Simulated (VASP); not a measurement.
Set up this calculation in VASP 6.6.1, as the native input.

```
Task                   : single point
Functional             : PBEsol
Potentials or basis    : VASP PAW PBE potentials, release 64 (Sn_d, O)
Cutoff                 : 520 eV
k mesh                 : 10 × 10 × 10
Occupations            : gaussian, width 0.05 eV
Spin                   : no spin polarisation
Dipole correction      : no
Further INCAR settings : ALGO = Normal; EDIFF = 1e-07; NBANDS = 35
```

The structure of SnO2 lies in POSCAR:

```
SnO2
1.0
   -2.1068672097      2.1068672097      5.3844549017
    2.1068672097     -2.1068672097      5.3844549017
    2.1068672097      2.1068672097     -5.3844549017
Sn O
2 4
Direct
    0.7500000000      0.2500000000      0.5000000000
    0.0000000000      0.0000000000      0.0000000000
    0.8034505761      0.8034505761      0.0000000000
    0.9465494239      0.4465494239      0.5000000000
    0.1965494239      0.1965494239      0.0000000000
    0.5534505761      0.0534505761      0.5000000000
```

This cell differs from its parent crystal: volume 15.934 Å^3 an atom, c/a of the conventional cell 2.5557.

The input as run:

INCAR

```
SYSTEM = SnO2
ALGO     = Normal         ! electronic algorithm
EDIFF    = 1E-7           ! SCF threshold, eV
ENCUT    = 520            ! plane-wave cutoff, eV
GGA      = PS             ! functional
ISIF     = 2              ! what is computed and relaxed
ISMEAR   = 0              ! smearing method
LASPH    = .True.         ! aspherical terms in the spheres
LCHARG   = .True.         ! write CHGCAR
LELF     = .True.         ! ELF
LREAL    = .False.        ! projectors in reciprocal space
LVHAR    = .True.       
LWAVE    = .False.        ! write WAVECAR
NBANDS   = 35             ! bands
NELM     = 100            ! most SCF steps
PREC     = Accurate       ! precision mode
SIGMA    = 0.05           ! smearing width, eV
```

KPOINTS

```
k-points
0
Gamma
  10 10 10
  0 0 0
```

Potentials or basis: VASP PAW PBE potentials, release 64 (Sn_d, O).

Command:

```bash
$ cat potpaw_PBE.64/Sn_d/POTCAR potpaw_PBE.64/O/POTCAR > POTCAR
$ mpirun -np 1 vasp_std > vasp.out
```

Results of the run:

The pressure is -15.3 GPa. The largest force is 0.039 eV/Å and the band gap on the k mesh is 0.43 eV, indirect (least direct gap 0.61 eV).

Caveat: the PAW data sets were made with another functional, which shifts forces and pressure a little; spin-orbit coupling is left out, which moves the levels of the heavy elements.

Run time: 5.1 min on 1 thread of Intel(R) Xeon(R) 6975P-C (Granite Rapids), on a shared host, peak memory 0.49 GiB.
